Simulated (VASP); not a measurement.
# Zn3CdSi4P8 (P1) in VASP: a series of runs

Aim: see how the results for Zn3CdSi4P8 move with the level of theory and the settings. Levels: PBEsol, PBEsol+D4. Tasks: single point.

Program: VASP 6.6.1. These are calculated values, not measurements. Logs are shortened: lines on timing, memory, paths and dates and some standing lists are left out, and cuts for length are marked.

**1. The cell of the first run**

The typed cell holds 16 atoms: a = 5.408 Å, b = 5.408 Å, c = 10.456 Å, α = 90.00°, β = 90.00°, γ = 90.00°.

**2. Single point, PBEsol**

INCAR reads:

```
SYSTEM = Zn3CdSi4P8
ALGO = Normal
EDIFF = 1E-6
ENCUT = 520
GGA = PS
ISIF = 2
ISMEAR = -1
LASPH = .True.
LCHARG = .True.
LELF = .True.
LREAL = Auto
LVHAR = .True.
LWAVE = .False.
NBANDS = 66
NELM = 100
PREC = Accurate
SIGMA = 0.05
```

KPOINTS reads:

```
Automatic mesh
0
Gamma
  2 2 2
  0.5 0.5 0.5
```

POSCAR reads:

```
Zn3CdSi4P8
1.0
    5.4078730000     -0.0000270000     -0.0000080000
   -0.0000270000      5.4078730000     -0.0000080000
   -0.0000160000     -0.0000160000     10.4557170000
Zn Si P Cd
3 4 8 1
Direct
    0.0002120000      0.0084790000      0.0026190000
    0.0003680000      0.4958470000      0.2500410000
    0.5000380000      0.5003220000      0.4966860000
    0.0044620000      0.0013430000      0.4963520000
    0.5015150000      0.9982180000      0.2514110000
    0.5059780000      0.5056260000      0.9982130000
    0.9917880000      0.5044710000      0.7509050000
    0.2630030000      0.2505090000      0.1292240000
    0.2269790000      0.2605360000      0.6245430000
    0.7252590000      0.7502190000      0.1219070000
    0.7439890000      0.2293310000      0.3725200000
    0.2497950000      0.7721940000      0.3792530000
    0.2531690000      0.7276160000      0.8766620000
    0.7700720000      0.7474090000      0.6233570000
    0.7506940000      0.2683070000      0.8748480000
    0.4975860000      0.0038120000      0.7483440000
```

Potentials or basis: VASP PAW PBE potentials, release 64 (Zn, Si, P, Cd).

The run is started by

```
> cat potpaw_PBE.64/Zn/POTCAR potpaw_PBE.64/Si/POTCAR potpaw_PBE.64/P/POTCAR potpaw_PBE.64/Cd/POTCAR > POTCAR
> mpirun -np 1 vasp_std > vasp.out
```

OUTCAR:

```text
SYSTEM = Zn3CdSi4P8
   EDIFF = 1E-6
   ENCUT = 520
   GGA = PS
   ISIF = 2
   ISMEAR = -1
   LASPH = .True.
   LREAL = Auto
   NELM = 100
   PREC = Accurate

 ion  position               nearest neighbor table
   1  0.000  0.008  0.003-   8 2.34  15 2.36  10 2.39  13 2.43
   2  0.000  0.496  0.250-   8 2.32  11 2.37  12 2.42  10 2.43
   3  0.500  0.500  0.497-  12 2.35  11 2.36   9 2.38  14 2.38
   4  0.004  0.001  0.496-  12 2.19  11 2.28   9 2.28  14 2.29
   5  0.502  0.998  0.251-  11 2.21  10 2.26  12 2.27   8 2.27
   6  0.506  0.506  0.998-  10 2.20  13 2.22  15 2.25   8 2.35
[... 8 lines left out ...]
  15  0.751  0.268  0.875-   7 2.24   6 2.25   1 2.36  16 2.38
  16  0.498  0.004  0.748-  15 2.38   9 2.40  13 2.40  14 2.41

  LATTYP: Found a simple tetragonal cell.
 ALAT       =     5.4078730001
 C/A-ratio  =     1.9334250268

  Lattice vectors:

 A1 = (   5.4078730000,  -0.0000270000,  -0.0000080000)
 A2 = (  -0.0000270000,   5.4078730000,  -0.0000080000)
 A3 = (  -0.0000160000,  -0.0000160000,  10.4557170000)

Analysis of symmetry for initial positions (statically):
=====================================================================
 Subroutine PRICEL returns:
 Original cell was already a primitive cell.

 Routine SETGRP: Setting up the symmetry group for a
 simple tetragonal supercell.

 Subroutine GETGRP returns: Found  1 space group operations
 (whereof  1 operations were pure point group operations)
 out of a pool of 16 trial point group operations.

The static configuration has the point symmetry C_1 .

Analysis of symmetry for dynamics (positions and initial velocities):
=====================================================================
 Subroutine PRICEL returns:
 Original cell was already a primitive cell.

 Routine SETGRP: Setting up the symmetry group for a
 simple tetragonal supercell.

 Subroutine GETGRP returns: Found  1 space group operations
 (whereof  1 operations were pure point group operations)
 out of a pool of 16 trial point group operations.

The dynamic configuration has the point symmetry C_1 .

 Subroutine INISYM returns: Found  1 space group operations
 (whereof  1 operations are pure point group operations),
 and found     1 'primitive' translations

----------------------------------------------------------------------------------------

                                     Primitive cell

  volume of cell :     305.7784

  direct lattice vectors                    reciprocal lattice vectors
     5.407873000 -0.000027000 -0.000008000     0.184915585  0.000000923  0.000000283
    -0.000027000  5.407873000 -0.000008000     0.000000923  0.184915585  0.000000283
    -0.000016000 -0.000016000 10.455717000     0.000000141  0.000000141  0.095641456

  length of vectors
     5.407873000  5.407873000 10.455717000     0.184915585  0.184915585  0.095641456

  position of ions in fractional coordinates (direct lattice)
     0.000212000  0.008479000  0.002619000
     0.000368000  0.495847000  0.250041000
     0.500038000  0.500322000  0.496686000
     0.004462000  0.001343000  0.496352000
     0.501515000  0.998218000  0.251411000
     0.505978000  0.505626000  0.998213000
[... 8 lines left out ...]
     0.750694000  0.268307000  0.874848000
     0.497586000  0.003812000  0.748344000

  ion indices of the primitive-cell ions
   primitive index   ion index
                 1           1
                 2           2
                 3           3
                 4           4
                 5           5
                 6           6
[... 8 lines left out ...]
                15          15
                16          16

----------------------------------------------------------------------------------------

 KPOINTS: Automatic mesh

Automatic generation of k-mesh.
 Grid dimensions read from file:
 generate k-points for:    2    2    2

 Generating k-lattice:

  Cartesian coordinates                     Fractional coordinates (reciprocal lattice)
     0.092457793  0.000000462  0.000000141     0.500000000 -0.000000000 -0.000000000
     0.000000462  0.092457793  0.000000141    -0.000000000  0.500000000 -0.000000000
     0.000000071  0.000000071  0.047820728    -0.000000000 -0.000000000  0.500000000

  Length of vectors
     0.092457793  0.092457793  0.047820728

  Shift w.r.t. Gamma in fractional coordinates (k-lattice)
     0.500000000  0.500000000  0.500000000

 Subroutine IBZKPT returns following result:
 ===========================================

 Found      4 irreducible k-points:

 Following reciprocal coordinates:
            Coordinates               Weight
  0.250000  0.250000  0.250000      2.000000
 -0.250000  0.250000  0.250000      2.000000
 -0.250000 -0.250000  0.250000      2.000000
  0.250000 -0.250000  0.250000      2.000000
   k-points           NKPTS =      4   k-points in BZ     NKDIM =      4   number of bands    NBANDS=     66
   number of dos      NEDOS =    301   number of ions     NIONS =     16
   total plane-waves  NPLWV = 128000
   dimension x,y,z NGX =    40 NGY =   40 NGZ =   80
   dimension x,y,z NGXF=    80 NGYF=   80 NGZF=  160
   ions per type =               3   4   8   1
   NGX,Y,Z   is equivalent  to a cutoff of  12.30, 12.30, 12.72 a.u.
   NGXF,Y,Z  is equivalent  to a cutoff of  24.59, 24.59, 25.44 a.u.
 SYSTEM =  Zn3CdSi4P8
   PREC   = accura    normal or accurate (medium, high low for compatibility)
   ISTART =      0    job   : 0-new  1-cont  2-samecut
   ICHARG =      2    charge: 1-file 2-atom 10-const
   ISPIN  =      1    spin polarized calculation?
   LNONCOLLINEAR =      F non collinear calculations
   LSORBIT =      F    spin-orbit coupling
   LASPH  =      T    aspherical Exc in radial PAW
   ENCUT  =  520.0 eV  38.22 Ry    6.18 a.u.  10.06 10.06 19.44*2*pi/ulx,y,z
   NELM   =    100;   NELMIN=  2; NELMDL= -5     # of ELM steps
   EDIFF  = 0.1E-05   stopping-criterion for ELM
   LREAL  =      T    real-space projection
   EDIFFG = 0.1E-04   stopping-criterion for IOM
   NSW    =      0    number of steps for IOM
   IBRION =     -1    ionic relax: 0-MD 1-quasi-New 2-CG
   NFREE  =      0    steps in history (QN), initial steepest desc. (CG)
   ISIF   =      2    stress and relaxation
   ISYM   =      2    0-nonsym 1-usesym 2-fastsym
   POTIM  = 0.5000    time-step for ionic-motion
   TEBEG  =    0.0;   TEEND  =   0.0 temperature during run
   PSTRESS=    0.0 pullay stress
   NELECT =     104.0000    total number of electrons
   NUPDOWN=      -1.0000    fix difference up-down
   EMIN   =  10.00;   EMAX   =-10.00  energy-range for DOS
[... 5 lines left out ...]
     AMIX     =   0.40;   BMIX     =  1.00
     AMIX_MAG =   1.60;   BMIX_MAG =  1.00
  volume/ion in A,a.u.               =      19.11       128.97
  Fermi-wavevector in a.u.,A,eV,Ry     =   1.142748  2.159480 17.767471  1.305872
  Thomas-Fermi vector in A             =   2.279445
   LORBIT       =      0    0 simple, 1 ext, 2 COOP (PROOUT), +10 PAW based schemes
   GGA     = PS    functional components
   LHFCALC =     F    Hartree Fock is set to
   AEXX    =    0.0000 exact exchange contribution
   IVDW    =     0    specifies the selected vdW correction
   LEPSILON=     F    determine dielectric tensor
   LRPA    =     F    only Hartree local field effects (RPA)
 non-spin polarized calculation
  energy-cutoff  :      520.00
  volume of cell :      305.78
 maximum number of plane-waves:      8247
   NGX = 21   NGY = 21   NGZ = 39

 number of electron     104.0000018 magnetization

 Free energy of the ion-electron system (eV)
  ---------------------------------------------------
  ext. energy  EPLUGINS =         0.00000000
  ---------------------------------------------------
  free energy    TOTEN  =       -78.89838001 eV

  energy without entropy =      -78.89838001  energy(sigma->0) =      -78.89838001

 E-fermi :   5.3862     XC(G=0): -10.0077

 val. band max:        4.2488705772   @ k =   0.2500  -0.2500   0.2500
 cond. band min:       6.5594672022   @ k =  -0.2500  -0.2500   0.2500
 fundamental gap:      2.3105966250
 Fermi energy:         5.3861633066

 k-point     1 :       0.2500    0.2500    0.2500
  band No.  band energies     occupation
      1      -8.0120      2.00000
      2      -7.6065      2.00000
      3      -6.9409      2.00000
      4      -6.3691      2.00000
      5      -6.0785      2.00000
      6      -5.9676      2.00000
[... 56 lines left out ...]
     63       8.6219      0.00000
     64       8.7572      0.00000

 k-point     2 :      -0.2500    0.2500    0.2500
  band No.  band energies     occupation
      1      -8.0056      2.00000
      2      -7.6191      2.00000
      3      -6.8955      2.00000
      4      -6.4280      2.00000
      5      -6.0823      2.00000
      6      -5.9905      2.00000
[... 56 lines left out ...]
     63       8.5650      0.00000
     64       8.8878      0.00000

 k-point     3 :      -0.2500   -0.2500    0.2500
  band No.  band energies     occupation
      1      -8.0118      2.00000
      2      -7.6085      2.00000
      3      -6.9289      2.00000
      4      -6.3962      2.00000
      5      -6.0697      2.00000
      6      -5.9865      2.00000
[... 56 lines left out ...]
     63       8.5036      0.00000
     64       8.8273      0.00000

 k-point     4 :       0.2500   -0.2500    0.2500
  band No.  band energies     occupation
      1      -8.0141      2.00000
      2      -7.5891      2.00000
      3      -6.9612      2.00000
      4      -6.3639      2.00000
      5      -6.0918      2.00000
      6      -5.9974      2.00000
[... 56 lines left out ...]
     63       8.5452      0.00000
     64       8.8157      0.00000
 [bands above 64 left out]

------------------------ aborting loop because EDIFF is reached ----------------------------------------

  FORCE on cell =-STRESS in cart. coord.  units (eV):
  Direction    XX          YY          ZZ          XY          YZ          ZX
  --------------------------------------------------------------------------------------
  -------------------------------------------------------------------------------------
  Total        3.4479888      3.6363594      1.4526696     -0.7718154      1.0097649      0.6872313
  in kB       18.0663175     19.0533173      7.6115070     -4.0440569      5.2908330      3.6008639
  external PRESSURE =      14.9103806 kB  Pullay stress =       0.0000000 kB

 VOLUME and BASIS-vectors are now :
 -----------------------------------------------------------------------------
  energy-cutoff  :      520.00
  volume of cell :      305.78
      direct lattice vectors                 reciprocal lattice vectors
     5.407873000 -0.000027000 -0.000008000     0.184915585  0.000000923  0.000000283
    -0.000027000  5.407873000 -0.000008000     0.000000923  0.184915585  0.000000283
    -0.000016000 -0.000016000 10.455717000     0.000000141  0.000000141  0.095641456

 POSITION                                       TOTAL-FORCE (eV/Angst)
 -----------------------------------------------------------------------------------
      0.00115      0.04585      0.02738         0.101185     -0.313351     -0.079672
      0.00197      2.68147      2.61435        -0.161133      0.369427      0.090532
      2.70412      2.70566      5.19320        -0.003569     -0.036752      0.220609
      0.02412      0.00725      5.18972        -0.519018      0.404163      0.720046
      2.71210      5.39822      2.62867        -0.562817     -0.120576     -0.357035
      2.73624      2.73433     10.43702        -0.695372     -0.881597      0.293292
[... 8 lines left out ...]
      4.05964      1.45094      9.14715         0.726032      0.726916      0.855643
      2.69087      0.02059      7.82447        -0.124396     -0.152806     -0.156297
 -----------------------------------------------------------------------------------
    total drift:                                0.000391      0.008873      0.001476

  FREE ENERGIE OF THE ION-ELECTRON SYSTEM (eV)
  ---------------------------------------------------
  free  energy   TOTEN  =       -78.8983800061 eV

  energy  without entropy=      -78.8983800058  energy(sigma->0) =      -78.89838001
```

It took 2.1 min on 1 thread of AMD EPYC 7R13 (Zen 3), shared host; peak memory 0.35 GiB.

What came out:

- Free energy: -78.8984 eV
- Pressure: 1.5 GPa
- Largest force: 1.337 eV/Å
- Band gap on the k mesh: 2.31 eV, indirect (least direct gap 2.33 eV)

Forces on the atoms (eV/Å):
```
Zn   0.101 -0.313 -0.080
Zn  -0.161  0.369  0.091
Zn  -0.004 -0.037  0.221
Si  -0.519  0.404  0.720
Si  -0.563 -0.121 -0.357
Si  -0.695 -0.882  0.293
Si   0.566 -0.083  0.060
P    0.616  0.189 -0.424
P   -0.743  0.433 -0.835
P    0.763  0.310  0.524
P    0.463  0.259  0.300
P    0.249 -0.543 -0.761
P   -1.194 -0.290  0.488
P    0.520 -0.270 -0.938
P    0.726  0.727  0.856
Cd  -0.124 -0.153 -0.156
```

Stress tensor (GPa, compression positive):
```
 1.81 -0.40  0.36
-0.40  1.91  0.53
 0.36  0.53  0.76
```

Caveat: the k points lie up to 0.58 Å⁻¹ apart; the PAW data sets were made with another functional, which shifts forces and pressure a little.

**3. Single point, PBEsol**

INCAR reads:

```
SYSTEM = Zn3CdSi4P8
ALGO     = Normal         ! electronic algorithm
EDIFF    = 1E-6           ! SCF threshold, eV
ENCUT    = 520            ! plane-wave cutoff, eV
GGA      = PS             ! functional
ISIF     = 2              ! what is computed and relaxed
ISMEAR   = -1             ! smearing method
LASPH    = .True.         ! aspherical terms in the spheres
LCHARG   = .False.        ! write CHGCAR
LREAL    = Auto         
LWAVE    = .False.        ! write WAVECAR
NBANDS   = 66             ! bands
NELECT   = 102.0        
NELM     = 60             ! most SCF steps
PREC     = Accurate       ! precision mode
SIGMA    = 0.05           ! smearing width, eV
```

KPOINTS is that of step 2.

POSCAR is that of step 2.

Potentials or basis: VASP PAW PBE potentials, release 64 (Zn, Si, P, Cd).

The run is started by

```
> cat potpaw_PBE.64/Zn/POTCAR potpaw_PBE.64/Si/POTCAR potpaw_PBE.64/P/POTCAR potpaw_PBE.64/Cd/POTCAR > POTCAR
> mpirun -np 1 vasp_std > vasp.out
```

It took 2.4 min on 1 thread of AMD EPYC 7R13 (Zen 3), shared host; peak memory 0.35 GiB.

The run converged. Its results:

```yaml
Free_energy: -87.3111 eV
Largest_force: 1.238 eV/Å
```

Forces in eV/Å, atoms in the order of the input:
```
Zn   0.106 -0.223 -0.062
Zn  -0.128  0.381  0.075
Zn   0.034 -0.066  0.139
Si  -0.480  0.446  0.574
Si  -0.459 -0.117 -0.378
Si  -0.662 -0.854  0.340
Si   0.506 -0.057  0.121
P    0.328  0.173 -0.412
P   -0.486  0.452 -0.859
P    0.948  0.221  0.539
P    0.381  0.495  0.357
P    0.214 -0.765 -0.666
P   -1.145 -0.069  0.466
P    0.257 -0.285 -0.972
P    0.713  0.401  0.856
Cd  -0.125 -0.132 -0.118
```

Levels at points of the mesh, in eV from the Fermi level:
```csv
k point,band 47,band 48,band 49,band 50,band 51,band 52,band 53,band 54,band 55,band 56
"(0.25, 0.25, 0.25)",-1.02,-0.95,-0.38,-0.31,-0.14,0.10,2.62,2.64,2.85,3.02
```

Caveat: the k points lie up to 0.58 Å⁻¹ apart; the cell carries a net charge on a neutralising background, which shifts energy and pressure; the cell is charged against a uniform background, so pressure and absolute levels hang on convention; the PAW data sets were made with another functional, which shifts forces and pressure a little.

**4. Single point, PBEsol+D4**

INCAR reads:

```
ALGO     = Normal         # electronic algorithm
EDIFF    = 1E-6           # SCF threshold, eV
ENCUT    = 520            # plane-wave cutoff, eV
GGA      = PS             # functional
ISIF     = 2              # what is computed and relaxed
ISMEAR   = -1             # smearing method
IVDW     = 13             # dispersion correction
LASPH    = T              # aspherical terms in the spheres
LCHARG   = F              # write CHGCAR
LREAL    = Auto         
LWAVE    = F              # write WAVECAR
NBANDS   = 66             # bands
NELM     = 100            # most SCF steps
PREC     = Accurate       # precision mode
SIGMA    = 0.05           # smearing width, eV
```

KPOINTS is that of step 3.

POSCAR is that of step 3.

The run is started by

```
> cat potpaw_PBE.64/Zn/POTCAR potpaw_PBE.64/Si/POTCAR potpaw_PBE.64/P/POTCAR potpaw_PBE.64/Cd/POTCAR > POTCAR
> mpirun -np 1 vasp_std > vasp.out
```

It took 2.2 min on 1 thread of AMD EPYC 7R13 (Zen 3), shared host; peak memory 0.35 GiB.

It converged, with:

| Item | Value |
| --- | --- |
| Free energy | -82.2181 eV |
| Pressure | -0.1 GPa |
| Largest force | 1.334 eV/Å |
| Band gap on the k mesh | 2.31 eV, indirect (least direct gap 2.33 eV) |
| Dispersion energy per atom | -0.207 eV |

Forces in eV/Å, atoms in the order of the input:
```
Zn   0.101 -0.313 -0.080
Zn  -0.161  0.369  0.090
Zn  -0.004 -0.037  0.221
Si  -0.519  0.404  0.720
Si  -0.563 -0.121 -0.357
Si  -0.695 -0.881  0.293
Si   0.566 -0.083  0.060
P    0.609  0.189 -0.425
P   -0.738  0.433 -0.835
P    0.769  0.309  0.523
P    0.463  0.265  0.301
P    0.249 -0.549 -0.760
P   -1.195 -0.284  0.487
P    0.515 -0.270 -0.938
P    0.727  0.722  0.855
Cd  -0.124 -0.153 -0.156
```

Stress tensor (GPa, compression positive):
```
 0.19 -0.40  0.36
-0.40  0.29  0.53
 0.36  0.53 -0.84
```

Levels at points of the mesh, in eV from the valence-band top:
| k point | band 48 | band 49 | band 50 | band 51 | band 52 | band 53 | band 54 | band 55 | band 56 | band 57 |
| --- | --- | --- | --- | --- | --- | --- | --- | --- | --- | --- |
| (0.25, 0.25, 0.25) | -1.14 | -0.55 | -0.48 | -0.30 | -0.03 | 2.32 | 2.37 | 2.59 | 2.78 | 2.87 |

Caveat: the k points lie up to 0.58 Å⁻¹ apart; the PAW data sets were made with another functional, which shifts forces and pressure a little.
